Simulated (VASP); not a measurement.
# SnSe in VASP: further runs

Aim: see how the results for SnSe move with the level of theory and the settings. Levels: PBE-based screened hybrid, r2SCAN. Tasks: single point.

Everything below comes from runs of VASP 6.6.1. Logs are shortened: lines on timing, memory, paths and dates and some standing lists are left out, and cuts for length are marked.

**1. The cell of the first run**

The cell holds a slab with vacuum, 4 atoms: a = 4.285 Å, b = 4.285 Å, c = 10.991 Å, α = 90.00°, β = 90.00°, γ = 90.00°.

**2. Single point, PBE-based screened hybrid**

POSCAR

```
SnSe
1.0
    4.2853274191      0.0000000000      0.0000000000
    0.0000000000      4.2853274191      0.0000000000
    0.0000000000      0.0000000000     10.9906921300
Sn Se
2 2
Direct
    0.0000000000      0.5000000000      0.6277708900
    0.5000000000      0.0000000000      0.3722291100
    0.0000000000      0.5000000000      0.3839605100
    0.5000000000      0.0000000000      0.6160394900
```

INCAR.step1

```
  PREC = Accurate
  ENCUT = 520
  EDIFF = 1E-5
  ISMEAR = -1
  SIGMA = 0.05
  LREAL = False
  LASPH = True
  NELM = 60
  ALGO = Normal
  ISIF = 2
  LWAVE = True
  GGA = PE
  NBANDS = 28
```

INCAR.step2

```
  PREC = Accurate
  ENCUT = 520
  EDIFF = 1E-7
  ISMEAR = -1
  SIGMA = 0.05
  LREAL = False
  LASPH = True
  NELM = 60
  ALGO = Normal
  ISIF = 2
  LWAVE = False
  LCHARG = True
  GGA = PE
  LHFCALC = True
  AEXX = 0.05
  HFSCREEN = 0.2
  PRECFOCK = Normal
  LELF = True
  LVHAR = True
  ISTART = 1
  NBANDS = 28
```

KPOINTS

```
regular mesh
0
Gamma
  3 3 2
```

Potentials or basis: VASP PAW PBE potentials, release 64 (Sn_d, Se).

On the command line:

```bash
cat potpaw_PBE.64/Sn_d/POTCAR potpaw_PBE.64/Se/POTCAR > POTCAR
cp INCAR.step1 INCAR
mpirun -np 1 vasp_std > vasp.out
cp INCAR.step2 INCAR
mpirun -np 1 vasp_std > vasp.out
```

OUTCAR:

```text
PREC = Accurate
   ENCUT = 520
   EDIFF = 1E-7
   ISMEAR = -1
   LREAL = False
   LASPH = True
   NELM = 60
   ISIF = 2
   GGA = PE
   LHFCALC = True
   AEXX = 0.05
   HFSCREEN = 0.2
   PRECFOCK = Normal
   ISTART = 1

 ion  position               nearest neighbor table
   1  0.000  0.500  0.628-   3 2.68   4 3.03   4 3.03   4 3.03   4 3.03
   2  0.500  0.000  0.372-   4 2.68   3 3.03   3 3.03   3 3.03   3 3.03
   3  0.000  0.500  0.384-   1 2.68   2 3.03   2 3.03   2 3.03   2 3.03
   4  0.500  0.000  0.616-   2 2.68   1 3.03   1 3.03   1 3.03   1 3.03

  LATTYP: Found a simple tetragonal cell.
 ALAT       =     4.2853274191
 C/A-ratio  =     2.5647263453

  Lattice vectors:

 A1 = (   4.2853274191,   0.0000000000,   0.0000000000)
 A2 = (   0.0000000000,   4.2853274191,   0.0000000000)
 A3 = (   0.0000000000,   0.0000000000,  10.9906921300)

Analysis of symmetry for initial positions (statically):
=====================================================================
 Subroutine PRICEL returns:
 Original cell was already a primitive cell.

 Routine SETGRP: Setting up the symmetry group for a
 simple tetragonal supercell.

 Subroutine GETGRP returns: Found 16 space group operations
 (whereof  8 operations were pure point group operations)
 out of a pool of 16 trial point group operations.

The static configuration has the point symmetry D_2d.
 The point group associated with its full space group is D_4h.

Analysis of symmetry for dynamics (positions and initial velocities):
=====================================================================
 Subroutine PRICEL returns:
 Original cell was already a primitive cell.

 Routine SETGRP: Setting up the symmetry group for a
 simple tetragonal supercell.

 Subroutine GETGRP returns: Found 16 space group operations
 (whereof  8 operations were pure point group operations)
 out of a pool of 16 trial point group operations.

The dynamic configuration has the point symmetry D_2d.
 The point group associated with its full space group is D_4h.

 Subroutine INISYM returns: Found 16 space group operations
 (whereof  8 operations are pure point group operations),
 and found     1 'primitive' translations

----------------------------------------------------------------------------------------

                                     Primitive cell

  volume of cell :     201.8334

  direct lattice vectors                    reciprocal lattice vectors
     4.285327419  0.000000000  0.000000000     0.233354398  0.000000000  0.000000000
     0.000000000  4.285327419  0.000000000     0.000000000  0.233354398  0.000000000
     0.000000000  0.000000000 10.990692130     0.000000000  0.000000000  0.090986081

  length of vectors
     4.285327419  4.285327419 10.990692130     0.233354398  0.233354398  0.090986081

  position of ions in fractional coordinates (direct lattice)
     0.000000000  0.500000000  0.627770890
     0.500000000  0.000000000  0.372229110
     0.000000000  0.500000000  0.383960510
     0.500000000  0.000000000  0.616039490

  ion indices of the primitive-cell ions
   primitive index   ion index
                 1           1
                 2           2
                 3           3
                 4           4

----------------------------------------------------------------------------------------

 KPOINTS: regular mesh

Automatic generation of k-mesh.
 Grid dimensions read from file:
 generate k-points for:    3    3    2

 Generating k-lattice:

  Cartesian coordinates                     Fractional coordinates (reciprocal lattice)
     0.077784799  0.000000000  0.000000000     0.333333333  0.000000000  0.000000000
     0.000000000  0.077784799  0.000000000     0.000000000  0.333333333  0.000000000
     0.000000000  0.000000000  0.045493040     0.000000000  0.000000000  0.500000000

  Length of vectors
     0.077784799  0.077784799  0.045493040

  Shift w.r.t. Gamma in fractional coordinates (k-lattice)
     0.000000000  0.000000000  0.000000000

 Subroutine IBZKPT returns following result:
 ===========================================

 Found      6 irreducible k-points:

 Following reciprocal coordinates:
            Coordinates               Weight
  0.000000  0.000000  0.000000      1.000000
  0.333333  0.000000  0.000000      4.000000
  0.333333  0.333333  0.000000      4.000000
  0.000000  0.000000  0.500000      1.000000
  0.333333  0.000000  0.500000      4.000000
  0.333333  0.333333  0.500000      4.000000
   k-points           NKPTS =      6   k-points in BZ     NKDIM =     18   number of bands    NBANDS=     28
   number of dos      NEDOS =    301   number of ions     NIONS =      4
   total plane-waves  NPLWV =  86016
   dimension x,y,z NGX =    32 NGY =   32 NGZ =   84
   dimension x,y,z NGXF=    64 NGYF=   64 NGZF=  168
   ions per type =               2   2
   NGX,Y,Z   is equivalent  to a cutoff of  12.41, 12.41, 12.71 a.u.
   NGXF,Y,Z  is equivalent  to a cutoff of  24.83, 24.83, 25.41 a.u.
 SYSTEM =  unknown system
   PREC   = accura    normal or accurate (medium, high low for compatibility)
   ISTART =      1    job   : 0-new  1-cont  2-samecut
   ICHARG =      0    charge: 1-file 2-atom 10-const
   ISPIN  =      1    spin polarized calculation?
   LNONCOLLINEAR =      F non collinear calculations
   LSORBIT =      F    spin-orbit coupling
   LASPH  =      T    aspherical Exc in radial PAW
   ENCUT  =  520.0 eV  38.22 Ry    6.18 a.u.   7.97  7.97 20.44*2*pi/ulx,y,z
   NELM   =     60;   NELMIN=  2; NELMDL=  0     # of ELM steps
   EDIFF  = 0.1E-06   stopping-criterion for ELM
   LREAL  =      F    real-space projection
   EDIFFG = 0.1E-05   stopping-criterion for IOM
   NSW    =      0    number of steps for IOM
   IBRION =     -1    ionic relax: 0-MD 1-quasi-New 2-CG
   NFREE  =      0    steps in history (QN), initial steepest desc. (CG)
   ISIF   =      2    stress and relaxation
   ISYM   =      3    0-nonsym 1-usesym 2-fastsym
   POTIM  = 0.5000    time-step for ionic-motion
   TEBEG  =    0.0;   TEEND  =   0.0 temperature during run
   PSTRESS=    0.0 pullay stress
   NELECT =      40.0000    total number of electrons
   NUPDOWN=      -1.0000    fix difference up-down
   EMIN   =  10.00;   EMAX   =-10.00  energy-range for DOS
   EFERMI =   0.00;   METHOD = LEGACY
   ISMEAR =    -1;   SIGMA  =   0.05  broadening in eV -4-tet -1-fermi 0-gaus
   EFERMI_NEDOS =   21; number of points for ismear=-14 and -15
   IALGO  =     38    algorithm
   IMIX   =      1    mixing-type and parameters
     AMIX     =   0.40;   BMIX     =  1.00
     AMIX_MAG =   1.60;   BMIX_MAG =  1.00
  volume/ion in A,a.u.               =      50.46       340.51
  Fermi-wavevector in a.u.,A,eV,Ry     =   0.954473  1.803693 12.395171  0.911019
  Thomas-Fermi vector in A             =   2.083223
   LORBIT       =      0    0 simple, 1 ext, 2 COOP (PROOUT), +10 PAW based schemes
   GGA     = PE    functional components
   LHFCALC =     T    Hartree Fock is set to
   PRECFOCK=normal    Normal, Fast or Accurate (Low or Medium for compatibility)
   ENCUT4O =  -1.0   cutoff for four orbital integrals eV
   NKREDX  =     1    reduce k-point grid by
   NKREDY  =     1    reduce k-point grid by
   NKREDZ  =     1    reduce k-point grid by
   AEXX    =    0.0500 exact exchange contribution
   HFSCREEN=    0.2000 screening length (either q_TF or 0.3 A-1)
   HFSCREENC=   0.2000 screening length for correlation (either q_TF or 0.3 A-1)
   ENCUTFOCK=  -1.0 apply spherical cutoff to Coloumb kernel
   IVDW    =     0    specifies the selected vdW correction
   LEPSILON=     F    determine dielectric tensor
   LRPA    =     F    only Hartree local field effects (RPA)
 non-spin polarized calculation
  energy-cutoff  :      520.00
  volume of cell :      201.83
 maximum number of plane-waves:      5471
 NGX is ok and might be reduce to    32
  NGX = 24; NGY = 24; NGZ = 64

 number of electron      40.0000021 magnetization

 Free energy of the ion-electron system (eV)
  ---------------------------------------------------
  ext. energy  EPLUGINS =         0.00000000
  ---------------------------------------------------
  free energy    TOTEN  =       -16.92837538 eV

  energy without entropy =      -16.92837521  energy(sigma->0) =      -16.92837529

 E-fermi :   1.3560     XC(G=0):  -5.8621

 val. band max:        0.5559720794   @ k =   0.3333   0.0000   0.5000
 cond. band min:       2.1615681158   @ k =   0.3333   0.0000   0.5000
 fundamental gap:      1.6055960364
 Fermi energy:         1.3560298303

 k-point     1 :       0.0000    0.0000    0.0000
  band No.  band energies     occupation
      1     -20.9723      2.00000
      2     -20.9668      2.00000
      3     -20.9645      2.00000
      4     -20.9623      2.00000
      5     -20.9577      2.00000
      6     -20.9340      2.00000
[... 20 lines left out ...]
     27       6.5166      0.00000
     28       6.5223      0.00000

 k-point     2 :       0.3333    0.0000    0.0000
  band No.  band energies     occupation
      1     -20.9690      2.00000
      2     -20.9658      2.00000
      3     -20.9654      2.00000
      4     -20.9622      2.00000
      5     -20.9496      2.00000
      6     -20.9361      2.00000
[... 20 lines left out ...]
     27       5.5395      0.00000
     28       7.1700      0.00000

 k-point     3 :       0.3333    0.3333    0.0000
  band No.  band energies     occupation
      1     -20.9791      2.00000
      2     -20.9789      2.00000
      3     -20.9563      2.00000
      4     -20.9548      2.00000
      5     -20.9391      2.00000
      6     -20.9350      2.00000
[... 20 lines left out ...]
     27       6.1621      0.00000
     28       6.7046      0.00000

 k-point     4 :       0.0000    0.0000    0.5000
  band No.  band energies     occupation
      1     -20.9722      2.00000
      2     -20.9668      2.00000
      3     -20.9645      2.00000
      4     -20.9623      2.00000
      5     -20.9576      2.00000
      6     -20.9340      2.00000
[... 20 lines left out ...]
     27       6.5223      0.00000
     28       6.5231      0.00000

 k-point     5 :       0.3333    0.0000    0.5000
  band No.  band energies     occupation
      1     -20.9690      2.00000
      2     -20.9658      2.00000
      3     -20.9654      2.00000
      4     -20.9622      2.00000
      5     -20.9496      2.00000
      6     -20.9361      2.00000
[... 20 lines left out ...]
     27       6.1367      0.00000
     28       6.8767      0.00000

 k-point     6 :       0.3333    0.3333    0.5000
  band No.  band energies     occupation
      1     -20.9790      2.00000
      2     -20.9789      2.00000
      3     -20.9563      2.00000
      4     -20.9548      2.00000
      5     -20.9391      2.00000
      6     -20.9350      2.00000
[... 20 lines left out ...]
     27       6.7086      0.00000
     28       6.8284      0.00000

------------------------ aborting loop because EDIFF is reached ----------------------------------------

  FORCE on cell =-STRESS in cart. coord.  units (eV):
  Direction    XX          YY          ZZ          XY          YZ          ZX
  --------------------------------------------------------------------------------------
  -------------------------------------------------------------------------------------
  Total       -0.0317237     -0.0317237      2.1217649      0.0000000      0.0000000      0.0000000
  in kB       -0.2518264     -0.2518264     16.8428192      0.0000000      0.0000000      0.0000000
  external PRESSURE =       5.4463888 kB  Pullay stress =       0.0000000 kB

 VOLUME and BASIS-vectors are now :
 -----------------------------------------------------------------------------
  energy-cutoff  :      520.00
  volume of cell :      201.83
      direct lattice vectors                 reciprocal lattice vectors
     4.285327419  0.000000000  0.000000000     0.233354398  0.000000000  0.000000000
     0.000000000  4.285327419  0.000000000     0.000000000  0.233354398  0.000000000
     0.000000000  0.000000000 10.990692130     0.000000000  0.000000000  0.090986081

 POSITION                                       TOTAL-FORCE (eV/Angst)
 -----------------------------------------------------------------------------------
      0.00000      2.14266      6.89964        -0.000000      0.000000      0.207586
      2.14266      0.00000      4.09106         0.000000     -0.000000     -0.207586
      0.00000      2.14266      4.21999         0.000000      0.000000     -0.617176
      2.14266      0.00000      6.77070         0.000000      0.000000      0.617176
 -----------------------------------------------------------------------------------
    total drift:                                0.000002      0.000003     -0.000003

  FREE ENERGIE OF THE ION-ELECTRON SYSTEM (eV)
  ---------------------------------------------------
  free  energy   TOTEN  =       -16.9283753773 eV

  energy  without entropy=      -16.9283752112  energy(sigma->0) =      -16.92837529
```

Wall time 9.8 min (1 thread of Intel Xeon Platinum 8375C at 2.90GHz (Ice Lake), shared host); peak memory 0.43 GiB.

Results:

```yaml
Free_energy: -16.9284 eV
Largest_force: 0.617 eV/Å
Band_gap_on_the_k_mesh: 1.61 eV, direct
```

Forces in eV/Å, atoms in the order of the input:
```
Sn   0.000  0.000  0.208
Sn   0.000  0.000 -0.208
Se   0.000  0.000 -0.617
Se   0.000  0.000  0.617
```

Caveat: the k points lie up to 0.49 Å⁻¹ apart; the PAW data sets were made with another functional, which shifts forces and pressure a little; spin-orbit coupling is left out, which moves the levels of the heavy elements.

[end of part 1 of 3]
